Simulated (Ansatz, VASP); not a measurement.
## P: VASP beside Ansatz

```xyz
1
Lattice="4.2729 0.0748 0.0000 0.0748 4.2729 0.0000 0.0000 0.0000 4.3780" Properties=species:S:1:pos:R:3 pbc="T T T"
P     0.0000    0.0000    0.0000
```

Change from the starting cell: strain +0.0350 x Voigt [0, 0, 0, 0, 0, 1], atoms carried along.

Alike in both runs: task single point; functional PBEsol; k mesh 12 × 12 × 12; occupations gaussian, width 0.15 eV; no spin polarisation.

```csv
,VASP,Ansatz
version,VASP 6.6.1,Ansatz 0.2.0
potentials or method,"VASP PAW PBE potentials, release 64 (P), cutoff 520 eV","scalar-relativistic, plane waves, PAW"
valence electrons in the cell,5,5
```

|  | VASP | Ansatz | Ansatz less VASP |
| --- | --- | --- | --- |
| gap on the k mesh at the Fermi level (eV) | none | none | - |
| pressure (GPa) | -3.9 | -3.8 | +0.01 |
| traceless stress, the component that is largest in VASP (GPa) | 0.28 | 0.28 | 0.000 |

VASP's potentials were made for PBE, not for PBEsol. A gap of «none» marks a metal or a gap that the smearing closes.
